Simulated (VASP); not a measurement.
# Cs2AgSbF6: single point with PBE

Cs2AgSbF6:

```
CELL_PARAMETERS angstrom
0.00000 4.72238 4.72238
4.72238 0.00000 4.72238
4.72238 4.72238 0.00000
ATOMIC_POSITIONS crystal
Cs 0.75000 0.75000 0.75000
Cs 0.25000 0.25000 0.25000
Ag 0.50000 0.50000 0.50000
Sb 0.00000 0.00000 0.00000
F 0.76493 0.23507 0.23507
F 0.23507 0.23507 0.76493
F 0.23507 0.76493 0.76493
F 0.23507 0.76493 0.23507
F 0.76493 0.23507 0.76493
F 0.76493 0.76493 0.23507
```

```json
{
 "Program": "VASP 6.6.1",
 "Task": "single point",
 "Functional": "PBE",
 "Potentials or basis": "VASP PAW PBE potentials, release 64 (Cs_sv, Ag, Sb, F)",
 "Cutoff": "520 eV",
 "k mesh": "3 × 3 × 3",
 "Occupations": "fermi-dirac, width 0.01 eV",
 "Spin": "no spin polarisation"
}
```

```yaml
Pressure: -0.5 GPa
Largest_force: 0.071 eV/Å
Band_gap_on_the_k_mesh: 2.75 eV (least direct gap 3.11 eV)
```

Forces in eV/Å, atoms in the order of the input:
```
Cs   0.000  0.000  0.000
Cs   0.000  0.000  0.000
Ag   0.000  0.000  0.000
Sb   0.000  0.000  0.000
F   -0.071  0.000  0.000
F    0.000  0.000 -0.071
F    0.071  0.000  0.000
F    0.000 -0.071  0.000
F    0.000  0.071  0.000
F    0.000  0.000  0.071
```

Levels at points of the mesh, in eV from the valence-band top:
| k point | band 34 | band 35 | band 36 | band 37 | band 38 | band 39 | band 40 | band 41 | band 42 | band 43 |
| --- | --- | --- | --- | --- | --- | --- | --- | --- | --- | --- |
| (0.00, 0.00, 0.00) | -1.53 | -1.53 | -1.53 | -0.84 | -0.84 | 3.64 | 3.64 | 3.64 | 3.84 | 5.50 |

It took 42 s on 1 thread of Intel(R) Xeon(R) 6975P-C (Granite Rapids) (shared host), peak memory 0.36 GiB.

Caveat: spin-orbit coupling is left out, which moves the levels of the heavy elements; an odd mesh through Γ misses points on the zone boundary, where band edges can lie.
